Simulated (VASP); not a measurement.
# LiCl (Fm-3m) in VASP: further runs, part 2 of 2

VASP 6.6.1. The steps go on from the part before.

### Step 3. Single point, PBEsol

This run uses another cell than the first one, of 13.44 Å³/atom.

Input file INCAR:

```
SYSTEM = LiCl
ALGO     = Normal         ! electronic algorithm
EDIFF    = 1E-6           ! SCF threshold, eV
ENCUT    = 750            ! plane-wave cutoff, eV
GGA      = PS             ! functional
GGA_COMPAT= .FALSE.      
ISIF     = 2              ! what is computed and relaxed
ISMEAR   = -1             ! smearing method
LASPH    = .TRUE.         ! aspherical terms in the spheres
LCHARG   = .FALSE.        ! write CHGCAR
LREAL    = .FALSE.        ! projectors in reciprocal space
LWAVE    = .FALSE.        ! write WAVECAR
NBANDS   = 12             ! bands
NELM     = 120            ! most SCF steps
PREC     = Accurate       ! precision mode
SIGMA    = 0.05           ! smearing width, eV
```

Input file KPOINTS:

```
k-points
0
G
  9 9 9
  0 0 0
```

Input file POSCAR:

```
LiCl
1.0
    0.0000000000      2.3774766116      2.3774766116
    2.3774766116      0.0000000000      2.3774766116
    2.3774766116      2.3774766116      0.0000000000
Cl Li
1 1
Direct
    0.5000000000      0.5000000000      0.5000000000
    0.0000000000      0.0000000000      0.0000000000
```

Potentials or basis: VASP PAW PBE potentials, release 64 (Cl, Li_sv).

Launch:

```console
> cat potpaw_PBE.64/Cl/POTCAR potpaw_PBE.64/Li_sv/POTCAR > POTCAR
> mpirun -np 1 vasp_std > vasp.out
```

OUTCAR:

```text
SYSTEM = LiCl
   EDIFF = 1E-6
   ENCUT = 750
   GGA = PS
   ISIF = 2
   ISMEAR = -1
   LASPH = .TRUE.
   LREAL = .FALSE.
   NELM = 120
   PREC = Accurate

 ion  position               nearest neighbor table
   1  0.500  0.500  0.500-   2 2.38   2 2.38   2 2.38   2 2.38   2 2.38   2 2.38
   2  0.000  0.000  0.000-   1 2.38   1 2.38   1 2.38   1 2.38   1 2.38   1 2.38

  LATTYP: Found a face centered cubic cell.
 ALAT       =     4.7549532232

  Lattice vectors:

 A1 = (   0.0000000000,   2.3774766116,   2.3774766116)
 A2 = (   2.3774766116,   0.0000000000,   2.3774766116)
 A3 = (   2.3774766116,   2.3774766116,   0.0000000000)

Analysis of symmetry for initial positions (statically):
=====================================================================
 Subroutine PRICEL returns:
 Original cell was already a primitive cell.

 Routine SETGRP: Setting up the symmetry group for a
 face centered cubic supercell.

 Subroutine GETGRP returns: Found 48 space group operations
 (whereof 48 operations were pure point group operations)
 out of a pool of 48 trial point group operations.

The static configuration has the point symmetry O_h .

Analysis of symmetry for dynamics (positions and initial velocities):
=====================================================================
 Subroutine PRICEL returns:
 Original cell was already a primitive cell.

 Routine SETGRP: Setting up the symmetry group for a
 face centered cubic supercell.

 Subroutine GETGRP returns: Found 48 space group operations
 (whereof 48 operations were pure point group operations)
 out of a pool of 48 trial point group operations.

The dynamic configuration has the point symmetry O_h .

 Subroutine INISYM returns: Found 48 space group operations
 (whereof 48 operations are pure point group operations),
 and found     1 'primitive' translations

----------------------------------------------------------------------------------------

                                     Primitive cell

  volume of cell :      26.8769

[... 117 lines left out ...]
   LEPSILON=     F    determine dielectric tensor
   LRPA    =     F    only Hartree local field effects (RPA)
 non-spin polarized calculation
  energy-cutoff  :      750.00
  volume of cell :       26.88
 maximum number of plane-waves:      1279
 NGX is ok and might be reduce to    30
   NGX = 15   NGY = 15   NGZ = 15

 number of electron      10.0000000 magnetization

 Free energy of the ion-electron system (eV)
  ---------------------------------------------------
  ext. energy  EPLUGINS =         0.00000000
  ---------------------------------------------------
  free energy    TOTEN  =        -7.48962334 eV

  energy without entropy =       -7.48962334  energy(sigma->0) =       -7.48962334

 E-fermi :   3.6896     XC(G=0):  -9.9347

 val. band max:        2.5086809686   @ k =   0.0000   0.0000   0.0000
 cond. band min:       9.3219298440   @ k =   0.4444   0.0000   0.0000
 fundamental gap:      6.8132488755
 Fermi energy:         3.6896094809

 k-point     1 :       0.0000    0.0000    0.0000
  band No.  band energies     occupation
      1     -40.0616      2.00000
      2     -11.8613      2.00000
      3       2.5087      2.00000
      4       2.5087      2.00000
      5       2.5087      2.00000
      6      10.1731      0.00000
      7      14.4265      0.00000
      8      14.4265      0.00000
      9      14.4265      0.00000
     10      17.6769      0.00000
     11      17.6769      0.00000
     12      18.2284      0.00000
[... 331 lines left out ...]
 k-point    24 :       0.4444    0.4444    0.0000
  band No.  band energies     occupation
      1     -40.0495      2.00000
      2     -10.5044      2.00000
      3      -1.5420      2.00000
      4       0.9148      2.00000
      5       0.9148      2.00000
      6      10.1951      0.00000
      7      10.7855      0.00000
      8      16.5830      0.00000
      9      18.0503      0.00000
     10      18.0503      0.00000
     11      20.4196      0.00000
     12      22.5954      0.00000

 [... further k-points ...]

------------------------ aborting loop because EDIFF is reached ----------------------------------------

  FORCE on cell =-STRESS in cart. coord.  units (eV):
  Direction    XX          YY          ZZ          XY          YZ          ZX
  --------------------------------------------------------------------------------------
  -------------------------------------------------------------------------------------
  Total        1.6731208      1.6731208      1.6731208      0.0000000      0.0000000      0.0000000
  in kB       99.7376500     99.7376500     99.7376500      0.0000000      0.0000000      0.0000000
  external PRESSURE =      99.7376500 kB  Pullay stress =       0.0000000 kB

 VOLUME and BASIS-vectors are now :
 -----------------------------------------------------------------------------
  energy-cutoff  :      750.00
  volume of cell :       26.88
      direct lattice vectors                 reciprocal lattice vectors
     0.000000000  2.377476612  2.377476612    -0.210307011  0.210307011  0.210307011
     2.377476612  0.000000000  2.377476612     0.210307011 -0.210307011  0.210307011
     2.377476612  2.377476612  0.000000000     0.210307011  0.210307011 -0.210307011

 POSITION                                       TOTAL-FORCE (eV/Angst)
 -----------------------------------------------------------------------------------
      2.37748      2.37748      2.37748        -0.000000      0.000000      0.000000
      0.00000      0.00000      0.00000         0.000000     -0.000000     -0.000000
 -----------------------------------------------------------------------------------
    total drift:                               -0.000000     -0.000000      0.000000

  FREE ENERGIE OF THE ION-ELECTRON SYSTEM (eV)
  ---------------------------------------------------
  free  energy   TOTEN  =        -7.4896233360 eV

  energy  without entropy=       -7.4896233359  energy(sigma->0) =       -7.48962334
```

stdout:

```text
POSCAR found type information on POSCAR ClLi
 POSCAR found :  2 types and       2 ions
 scaLAPACK will be used
 -----------------------------------------------------------------------------
|                                                                             |
|                                                                             |
|     You enforced a specific xc type in the INCAR file but a different       |
|     I HOPE YOU KNOW WHAT YOU ARE DOING!                                     |
|                                                                             |
 -----------------------------------------------------------------------------

 LDA part: xc-table for (Slater+PW92), standard interpolation
 POSCAR, INCAR and KPOINTS ok, starting setup
 FFT: planning ... GRIDC
 FFT: planning ... GRID_SOFT
 FFT: planning ... GRID
 WAVECAR not read
 entering main loop
```

Wall time 18 s (1 thread of Intel Xeon 8259CL, shared host); peak memory 0.16 GiB.

What came out:

```yaml
Free_energy: -7.4896 eV
Pressure: 10.0 GPa
Band_gap_on_the_k_mesh: 6.81 eV (least direct gap 7.18 eV)
```

Caveat: the cell stands under pressure; the PAW data sets were made with another functional, which shifts forces and pressure a little; an odd mesh through Γ misses points on the zone boundary, where band edges can lie.

### Step 4. Single point, PBEsol

This run uses another cell than the first one, of 14.52 Å³/atom.

Input file INCAR:

```
PREC = Accurate ; ENCUT = 750
EDIFF = 1E-6 ; ISMEAR = -1
SIGMA = 0.05 ; LREAL = F
LASPH = T ; NELM = 120
ALGO = Normal ; ISIF = 2
LWAVE = F ; LCHARG = F
GGA = PS ; NBANDS = 12
GGA_COMPAT = F
```

Input file KPOINTS:

```
Automatic mesh
0
Gamma
  9 9 9
```

Input file POSCAR:

```
LiCl
1.0
    0.0000000000      2.4395730852      2.4395730852
    2.4395730852      0.0000000000      2.4395730852
    2.4395730852      2.4395730852      0.0000000000
Cl Li
1 1
Direct
    0.5000000000      0.5000000000      0.5000000000
    0.0000000000      0.0000000000      0.0000000000
```

Launch:

```console
> cat potpaw_PBE.64/Cl/POTCAR potpaw_PBE.64/Li_sv/POTCAR > POTCAR
> mpirun -np 1 vasp_std > vasp.out
```

It took 17 s on 1 thread of Intel Xeon 8259CL, shared host; peak memory 0.17 GiB.

The run converged. Its results:

```
Free energy            : -7.5892 eV
Pressure               : 4.9 GPa
Band gap on the k mesh : 6.75 eV (least direct gap 7.08 eV)
```

Levels at points of the mesh, in eV from the valence-band top:
```
           k point  band 3  band 4  band 5  band 6  band 7  band 8
(0.00, 0.00, 0.00)    0.00    0.00    0.00    7.08   11.90   11.90
```

Caveat: the cell stands under pressure; the PAW data sets were made with another functional, which shifts forces and pressure a little; an odd mesh through Γ misses points on the zone boundary, where band edges can lie.

### Step 5. Single point, PBEsol

This run uses another cell than the first one, of 16.87 Å³/atom.

Input file INCAR:

```
SYSTEM = LiCl
PREC     = Accurate       ! precision mode
ENCUT    = 750            ! plane-wave cutoff, eV
EDIFF    = 1E-6           ! SCF threshold, eV
ISMEAR   = -1             ! smearing method
SIGMA    = 0.05           ! smearing width, eV
LREAL    = .False.        ! projectors in reciprocal space
LASPH    = .True.         ! aspherical terms in the spheres
NELM     = 120            ! most SCF steps
ALGO     = Normal         ! electronic algorithm
ISIF     = 2              ! what is computed and relaxed
LWAVE    = .False.        ! write WAVECAR
LCHARG   = .True.         ! write CHGCAR
GGA      = PS             ! functional
LELF     = .True.         ! ELF
LVHAR    = .True.       
NBANDS   = 12             ! bands
GGA_COMPAT= .False.
```

Input file KPOINTS:

```
Automatic mesh
0
Gamma
  8 8 8
  0 0 0
```

Input file POSCAR:

```
LiCl
1.0
    0.0000000000      2.5647700000      2.5647700000
    2.5647700000      0.0000000000      2.5647700000
    2.5647700000      2.5647700000      0.0000000000
Cl Li
1 1
Direct
    0.5000000000      0.5000000000      0.5000000000
    0.0000000000      0.0000000000      0.0000000000
```

Launch:

```console
> cat potpaw_PBE.64/Cl/POTCAR potpaw_PBE.64/Li_sv/POTCAR > POTCAR
> mpirun -np 1 vasp_std > vasp.out
```

It took 16 s on 1 thread of Intel Xeon 8259CL, shared host; peak memory 0.17 GiB.

The run converged. Its results:

| Item | Value |
| --- | --- |
| Free energy | -7.6329 eV |
| Pressure | -1.3 GPa |
| Band gap on the k mesh | 6.13 eV |

Levels at points of the mesh, in eV from the valence-band top:
| k point | band 2 | band 3 | band 4 | band 5 | band 6 | band 7 | band 8 | band 9 |
| --- | --- | --- | --- | --- | --- | --- | --- | --- |
| (0.00, 0.00, 0.00) | -13.39 | 0.00 | 0.00 | 0.00 | 6.13 | 11.81 | 11.81 | 11.81 |
| (0.50, 0.00, 0.00) | -12.81 | -2.88 | -0.26 | -0.26 | 6.56 | 9.40 | 9.40 | 12.82 |
| (0.50, 0.50, 0.00) | -12.56 | -2.96 | -1.12 | -1.12 | 7.76 | 8.09 | 12.27 | 13.99 |

Caveat: the PAW data sets were made with another functional, which shifts forces and pressure a little. PBEsol gaps usually lie below the measured ones, often by a third to a half.

### Step 6. Summary

| cell | k mesh | gap on the mesh (eV) | pressure (GPa) |
| --- | --- | --- | --- |
| a = 3.241 Å, angles 60.0°, 2 atoms | 9 × 9 × 9 | 6.89 | 20.1 |
| a = 3.362 Å, angles 60.0°, 2 atoms | 9 × 9 × 9 | 6.81 | 10.0 |
| a = 3.450 Å, angles 60.0°, 2 atoms | 9 × 9 × 9 | 6.75 | 4.9 |
| a = 3.627 Å, angles 60.0°, 2 atoms | 8 × 8 × 8 | 6.13 | -1.3 |

Alike in all rows: task single point; level PBEsol; potentials or basis VASP PAW PBE potentials, release 64 (Cl, Li_sv); no spin polarisation; cutoff (eV) 750; smearing fermi-dirac 0.05 eV.

Caveats: the PAW data sets were made with another functional, which shifts forces and pressure a little; the cell stands under pressure (at least some runs); an odd mesh through Γ misses points on the zone boundary, where band edges can lie (at least some runs).

Absolute energies hang on the potentials; compare differences alone.
